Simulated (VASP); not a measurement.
A run of VASP 6.6.1 is set up as follows.

The input INCAR:

```
PREC = Accurate
ENCUT = 520
EDIFF = 1E-7
ISMEAR = 0
SIGMA = 0.05
LREAL = Auto
LASPH = T
NELM = 100
ALGO = Normal
ISIF = 2
LWAVE = F
LCHARG = F
GGA = PE
IVDW = 12
NBANDS = 57
```

KPOINTS

```
regular mesh
0
Gamma
  2 2 1
```

Contents of POSCAR:

```
H3C18N
1.0
    7.3980000000      0.0000000000      0.0000000000
   -3.6990000000      6.4068560000      0.0000000000
    0.0000000000      0.0000000000     12.0000000000
C N H
18 1 3
Direct
    0.0020195253     -0.0060617876      0.0577694167
    0.2227257556      0.1043090402      0.0580101667
   -0.0000651220      0.3271628081      0.0578261667
    0.2248997137      0.4396729066      0.0580425833
    0.0019168934      0.6627264605      0.0575155000
    0.2228923563      0.7731442692      0.0579771667
    0.3332636993     -0.0061265619      0.0581046667
    0.5582252818      0.1063026857      0.0580269167
    0.3352593859      0.3293052006      0.0580796667
    0.5562605649      0.4398839306      0.0578317500
    0.3354416577      0.6606797468      0.0580669167
    0.5561665215      0.7710240405      0.0579579167
    0.6686330565     -0.0040309943      0.0579835833
    0.8895632963      0.1064209965      0.0578816667
    0.6687303523      0.3273301288      0.0577307500
    0.8894716732      0.4377092290      0.0575410000
    0.6666856226      0.6606118508      0.0576583333
    0.8915466180      0.7730448445      0.0574798333
    0.8341936523      0.5858717599      0.3333355000
    0.8302966089      0.5443947858      0.4149023333
    0.7051069172      0.4659261891      0.2967235833
    0.9590690019      0.5834651192      0.2985539167
```

Potentials or basis: VASP PAW PBE potentials, release 64 (C, N, H).

Run with:

```console
$ cat potpaw_PBE.64/C/POTCAR potpaw_PBE.64/N/POTCAR potpaw_PBE.64/H/POTCAR > POTCAR
$ mpirun -np 1 vasp_std > vasp.out
```

Problem. What does it give for the largest force?

Solution. 0.066 eV/Å.

Problem. Predict the dispersion energy per atom.

Solution. -0.080 eV.

Problem. What does it give for the band gap on the k mesh?

Solution. 0.21 eV, direct.

Forces in eV/Å, atoms in the order of the input:
```
C   -0.023 -0.006  0.000
C    0.013  0.025  0.003
C    0.009  0.016  0.006
C   -0.006 -0.003 -0.003
C    0.006 -0.012 -0.006
C    0.010 -0.015 -0.005
C    0.000  0.014  0.000
C   -0.013  0.008  0.001
C    0.007 -0.016 -0.002
C    0.001 -0.013 -0.005
C   -0.019 -0.007  0.001
C    0.020  0.015  0.006
C    0.003 -0.020 -0.002
C    0.011 -0.011  0.007
C   -0.028 -0.006 -0.001
C    0.016  0.016 -0.003
C    0.007  0.010  0.006
C   -0.012  0.005  0.004
N    0.032 -0.057  0.006
H   -0.016  0.014  0.000
H   -0.015  0.016 -0.004
H   -0.001  0.028 -0.009
```

Caveat: the k points lie up to 0.49 Å⁻¹ apart.
